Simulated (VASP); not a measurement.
# SmBeB4 (P6/mmm) in VASP: further runs, part 2 of 3

VASP 6.6.1. The steps go on from the part before.

**3. Single point, PBE**

Input file INCAR:

```
SYSTEM = SmBeB4
PREC = Accurate
ENCUT = 520
EDIFF = 1E-6
ISMEAR = 0
SIGMA = 0.1
LREAL = .FALSE.
LASPH = .TRUE.
NELM = 100
ALGO = Normal
ISIF = 2
LWAVE = .FALSE.
LCHARG = .FALSE.
GGA = PE
NBANDS = 24
```

Input file KPOINTS:

```
regular mesh
0
G
  6 6 4
  0 0 0
```

Input file POSCAR:

```
SmBeB4
1.0
    3.1200450876     -0.0000000029      0.0000000000
   -1.5600225413      2.7020383082      0.0000000000
    0.0000000000      0.0000000000      6.8174754336
Sm Be B
1 1 4
Direct
    0.0000000000      0.0000000000      0.5000000000
    0.0000000000      0.0000000000      0.0000000000
    0.3333333333      0.6666666667      0.8044836459
    0.3333333333      0.6666666667      0.1955163541
    0.6666666667      0.3333333333      0.8044836459
    0.6666666667      0.3333333333      0.1955163541
```

Potentials or basis: VASP PAW PBE potentials, release 64 (Sm, Be, B).

Started as:

```
$ cat potpaw_PBE.64/Sm/POTCAR potpaw_PBE.64/Be/POTCAR potpaw_PBE.64/B/POTCAR > POTCAR
$ mpirun -np 1 vasp_std > vasp.out
```

OUTCAR:

```text
SYSTEM = SmBeB4
   PREC = Accurate
   ENCUT = 520
   EDIFF = 1E-6
   ISMEAR = 0
   LREAL = .FALSE.
   LASPH = .TRUE.
   NELM = 100
   ISIF = 2
   GGA = PE

 ion  position               nearest neighbor table
   1  0.000  0.000  0.500-   3 2.75   4 2.75   5 2.75   6 2.75   3 2.75   4 2.75   5 2.75   6 2.75
                             5 2.75   6 2.75   3 2.75   4 2.75
   2  0.000  0.000  0.000-   3 2.24   4 2.24   5 2.24   6 2.24   3 2.24   4 2.24   5 2.24   6 2.24
                             5 2.24   6 2.24   3 2.24   4 2.24
   3  0.333  0.667  0.804-   5 1.80   5 1.80   5 1.80   2 2.24   2 2.24   2 2.24   1 2.75   1 2.75
                             1 2.75
   4  0.333  0.667  0.196-   6 1.80   6 1.80   6 1.80   2 2.24   2 2.24   2 2.24   1 2.75   1 2.75
                             1 2.75
   5  0.667  0.333  0.804-   3 1.80   3 1.80   3 1.80   2 2.24   2 2.24   2 2.24   1 2.75   1 2.75
                             1 2.75
   6  0.667  0.333  0.196-   4 1.80   4 1.80   4 1.80   2 2.24   2 2.24   2 2.24   1 2.75   1 2.75
                             1 2.75

  LATTYP: Found a hexagonal cell.
 ALAT       =     3.1200450876
 C/A-ratio  =     2.1850567034

  Lattice vectors:

[... 186 lines left out ...]
 cond. band min:       6.2053632933   @ k =   0.3333  -0.0000   0.0000
 fundamental gap:      0.0349129068
 Fermi energy:         6.1947323399

 k-point     1 :       0.0000    0.0000    0.0000
  band No.  band energies     occupation
      1     -33.0493      2.00000
      2     -13.2462      2.00000
      3     -11.3978      2.00000
      4     -11.3978      2.00000
      5      -7.0531      2.00000
      6      -4.0635      2.00000
[... 556 lines left out ...]
     23      12.5167      0.00000
     24      13.0005      0.00000

------------------------ aborting loop because EDIFF is reached ----------------------------------------

  FORCE on cell =-STRESS in cart. coord.  units (eV):
  Direction    XX          YY          ZZ          XY          YZ          ZX
  --------------------------------------------------------------------------------------
  -------------------------------------------------------------------------------------
  Total       -3.9479219     -3.9479219     -2.0732027      0.0000000      0.0000000      0.0000000
  in kB     -110.0533289   -110.0533289    -57.7931535      0.0000000      0.0000000      0.0000000
  external PRESSURE =     -92.6332704 kB  Pullay stress =       0.0000000 kB

 VOLUME and BASIS-vectors are now :
 -----------------------------------------------------------------------------
  energy-cutoff  :      520.00
  volume of cell :       57.47
      direct lattice vectors                 reciprocal lattice vectors
     3.120045088 -0.000000003  0.000000000     0.320508189  0.185045489  0.000000000
    -1.560022541  2.702038308  0.000000000     0.000000000  0.370090978  0.000000000
     0.000000000  0.000000000  6.817475434     0.000000000  0.000000000  0.146681863

 POSITION                                       TOTAL-FORCE (eV/Angst)
 -----------------------------------------------------------------------------------
      0.00000      0.00000      3.40874        -0.000000     -0.000000     -0.000000
      0.00000      0.00000      0.00000        -0.000000     -0.000000     -0.000000
      0.00000      1.80136      5.48455        -0.000000      0.000000     -0.228225
      0.00000      1.80136      1.33293         0.000000      0.000000      0.228225
      1.56002      0.90068      5.48455         0.000000      0.000000     -0.228225
      1.56002      0.90068      1.33293         0.000000     -0.000000      0.228225
 -----------------------------------------------------------------------------------
    total drift:                                0.000000     -0.000000     -0.000000

  FREE ENERGIE OF THE ION-ELECTRON SYSTEM (eV)
  ---------------------------------------------------
  free  energy   TOTEN  =       -36.3255992629 eV

  energy  without entropy=      -36.2338856677  energy(sigma->0) =      -36.27974247
```

stdout:

```text
POSCAR found type information on POSCAR SmBeB
 POSCAR found :  3 types and       6 ions
 scaLAPACK will be used
 LDA part: xc-table for (Slater+PW92), standard interpolation
 POSCAR, INCAR and KPOINTS ok, starting setup
 FFT: planning ... GRIDC
 FFT: planning ... GRID_SOFT
 FFT: planning ... GRID
 WAVECAR not read
 entering main loop
```

It took 61 s on 1 thread of Intel Xeon 6975P-C (Granite Rapids), shared host; peak memory 0.2 GiB.

What came out:

| Quantity | Value |
| --- | --- |
| Free energy | -36.3256 eV |
| Pressure | -9.3 GPa |
| Largest force | 0.228 eV/Å |
| Band gap on the k mesh | zero (band 15 reaches 6.28 eV, above the bottom of band 16 at 6.13 eV) |

Forces on the atoms (eV/Å):
```
Sm   0.000  0.000  0.000
Be   0.000  0.000  0.000
B    0.000  0.000 -0.228
B    0.000  0.000  0.228
B    0.000  0.000 -0.228
B    0.000  0.000  0.228
```

Caveat: the k points lie up to 0.39 Å⁻¹ apart; spin-orbit coupling is left out, which moves the levels of the heavy elements; without U or exact exchange the open f shell lies at the Fermi level, which spoils levels, moments and volumes. Spin polarisation is off, so any magnetic state and its effect on volume and gap are missing.

**4. Relaxation of cell and atoms, PBE**

Input file INCAR:

```
  ALGO = Normal
  EDIFF = 1E-6
  EDIFFG = -0.04
  ENCUT = 600
  GGA = PE
  IBRION = 2
  ISIF = 3
  ISMEAR = 0
  LASPH = T
  LCHARG = F
  LREAL = F
  LWAVE = F
  NELM = 100
  NSW = 90
  PREC = Accurate
  SIGMA = 0.1
```

Input file KPOINTS:

```
k-points
0
Gamma
  6 6 4
```

Input file POSCAR:

```
SmBeB4
1.0
    3.1425963700      0.0000000000      0.0000000000
   -1.5712981800      2.7215682900      0.0000000000
    0.0000000000      0.0000000000      6.7182204200
Sm Be B
1 1 4
Direct
    0.0000000000      0.0000000000      0.5000000000
    0.0000000000      0.0000000000      0.0000000000
    0.3333333300      0.6666666700      0.7407687300
    0.3333333300      0.6666666700      0.2592312700
    0.6666666700      0.3333333300      0.7407687300
    0.6666666700      0.3333333300      0.2592312700
```

Started as:

```
$ cat potpaw_PBE.64/Sm/POTCAR potpaw_PBE.64/Be/POTCAR potpaw_PBE.64/B/POTCAR > POTCAR
$ mpirun -np 1 vasp_std > vasp.out
```

It took 14 min on 1 thread of Intel Xeon 6975P-C (Granite Rapids), shared host; peak memory 0.23 GiB.

The run converged. Its results:

| Item | Value |
| --- | --- |
| Free energy | -36.4446 eV |
| Relaxed volume | 9.04 Å³/atom |
| Relaxed cell | a = 3.044 Å, b = 3.044 Å, c = 6.760 Å, α = 90.00°, β = 90.00°, γ = 120.00° |
| Space group after relaxing (to 0.05 Å) | P6/mmm (No. 191) |
| Energy gained by relaxing | 342.9 meV/atom |
| Ionic steps | 9 |
| Pressure after relaxing | 0.5 GPa |
| Largest force after relaxing | 0.026 eV/Å |
| Band gap on the k mesh | zero (band 15 reaches 6.67 eV, above the bottom of band 16 at 6.51 eV) |

Forces in eV/Å, atoms in the order of the input:
```
Sm   0.000  0.000  0.000
Be   0.000  0.000  0.000
B    0.000  0.000 -0.026
B    0.000  0.000  0.026
B    0.000  0.000 -0.026
B    0.000  0.000  0.026
```

Stress tensor (GPa, compression positive):
```
0.39 0.00 0.00
0.00 0.39 0.00
0.00 0.00 0.62
```

The path:
```tsv
step	energy change (eV)	largest force (eV/Å)	pressure (GPa)	volume (Å³)
1	0.0000	2.4678	9.79	57.46
2	-1.0312	1.3403	-22.77	62.46
3	-0.8674	1.2278	-11.15	62.59
4	-1.6107	0.9832	-5.04	58.05
5	-1.9386	0.5243	5.87	53.47
6	-2.0471	0.0070	-0.42	54.83
7	-2.0471	0.0101	-0.56	54.84
8	-2.0554	0.0187	0.01	54.57
9	-2.0572	0.0258	0.47	54.23
```

Final structure:
```yaml
crystal:
  lattice:
    - [3.04364, 0.00000, 0.00000]
    - [-1.52182, 2.63587, 0.00000]
    - [0.00000, 0.00000, 6.75953]
  atoms:
    - { symbol: Sm, position: [0.00000, 0.00000, 0.50000] }
    - { symbol: Be, position: [0.00000, 0.00000, 0.00000] }
    - { symbol: B, position: [0.33333, 0.66667, 0.80121] }
    - { symbol: B, position: [0.33333, 0.66667, 0.19879] }
    - { symbol: B, position: [0.66667, 0.33333, 0.80121] }
    - { symbol: B, position: [0.66667, 0.33333, 0.19879] }
```

Levels at points of the mesh, in eV from the Fermi level:
```
           k point  band 11  band 12  band 13  band 14  band 15  band 16  band 17  band 18  band 19
(0.00, 0.00, 0.00)    -0.52    -0.50    -0.50    -0.33     0.05     0.05     0.29     0.50     0.95
(0.50, 0.00, 0.00)    -2.59    -2.50    -0.71    -0.54    -0.10     0.10     0.24     0.29     0.36
(0.00, 0.00, 0.50)    -0.52    -0.12    -0.12    -0.11     0.06     0.06     0.50     0.54     0.54
(0.50, 0.00, 0.50)    -2.22    -1.96    -0.86    -0.18    -0.09     0.21     0.28     0.29     0.37
```

Caveat: the k points lie up to 0.40 Å⁻¹ apart in the final cell; the electronic state changed during the relaxation; spin-orbit coupling is left out, which moves the levels of the heavy elements; without U or exact exchange the open f shell lies at the Fermi level, which spoils levels, moments and volumes.

[end of part 2 of 3]
